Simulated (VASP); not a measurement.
Wanted: the native input for a VASP 6.6.1 run.

* Task: single point
* Functional: LDA
* Potentials or basis: VASP PAW LDA potentials, release 64 (Ru_pv)
* Cutoff: 520 eV
* k mesh: 14 × 14 × 1
* Occupations: fermi-dirac, width 0.1 eV
* Spin: no spin polarisation
* Dipole correction: yes
* Further INCAR settings: ALGO = Normal; EDIFF = 1e-06; NBANDS = 43

The structure of Ru lies in POSCAR:

```
Ru
1.0
    2.6752522144      0.0000000000      0.0000000000
   -1.3376261072      2.3168363792      0.0000000000
    0.0000000000      0.0000000000     17.3210000000
Ru
5
Direct
    0.0000000000      0.0000000000      0.2598010507
    0.3333333333      0.6666666667      0.3772152033
    0.0000000000      0.0000000000      0.5000000004
    0.3333333333      0.6666666667      0.6227847946
    0.0000000000      0.0000000000      0.7401989493
```

The input as run:

INCAR

```
SYSTEM = Ru
PREC = Accurate
ENCUT = 520
EDIFF = 1E-6
ISMEAR = -1
SIGMA = 0.1
LREAL = .False.
LASPH = .True.
NELM = 80
ALGO = Normal
ISIF = 2
LWAVE = .False.
LCHARG = .False.
LDIPOL = .True.
IDIPOL = 3
DIPOL = 0.5 0.5 0.500
NBANDS = 43
```

KPOINTS

```
regular mesh
0
Gamma
  14 14 1
  0 0 0
```

Potentials or basis: VASP PAW LDA potentials, release 64 (Ru_pv).

Command:

```console
$ cat potpaw_LDA.64/Ru_pv/POTCAR > POTCAR
$ mpirun -np 1 vasp_std > vasp.out
```

It gave:

```
Largest force          : 0.068 eV/Å
Band gap on the k mesh : zero (band 35 reaches 7.67 eV, above the bottom of band 36 at 5.05 eV)
```

Run time: 3.4 min on 1 thread of Intel Xeon 6975P-C, on a shared host, peak memory 0.23 GiB.
